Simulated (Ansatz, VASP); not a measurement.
## La2Hf2O: VASP beside Ansatz

```xyz
5
Lattice="3.4939 0.0000 0.0000 -1.7469 3.0258 0.0000 0.0000 0.0000 11.3726" Properties=species:S:1:pos:R:3 pbc="T T T"
La    0.0000    2.0172    1.5227
La    1.7469    1.0086    9.8499
Hf    0.0000    2.0172    6.8254
Hf    1.7469    1.0086    4.5472
O     0.0000    0.0000    0.0000
```

Change from the starting cell: species swapped into the Ho2SeO2 type (P-3m1, No. 164).

Alike in both runs: functional PBE; k mesh 6 × 6 × 4; occupations gaussian, width 0.1 eV; no spin polarisation.

Ansatz relaxed the structure, and its values are those at the end. VASP's run is a single point on that final structure, the one shown.

|  | VASP | Ansatz |
| --- | --- | --- |
| version | VASP 6.6.1 | Ansatz 0.2.0 |
| potentials or method | VASP PAW PBE potentials, release 64 (La, Hf_pv, O), cutoff 520 eV | scalar-relativistic, plane waves, PAW |
| valence electrons in the cell | 48 | 80 |

Ansatz gave:

| Quantity | Value |
| --- | --- |
| gap on the k mesh at the Fermi level (eV) | none |
| pressure (GPa) | 0.1 |
| rms of the force components (eV/Å) | 0.004 |

Problem. Estimate VASP's values.

Solution. gap on the k mesh at the Fermi level (eV): none; pressure (GPa): -0.1; rms of the force components (eV/Å): 0.017.

A gap of «none» marks a metal or a gap that the smearing closes. VASP's potentials hold 48 valence electrons a cell and Ansatz's 80, so a difference there can come from the potentials and not from the codes.

Neither program's run includes spin-orbit coupling.
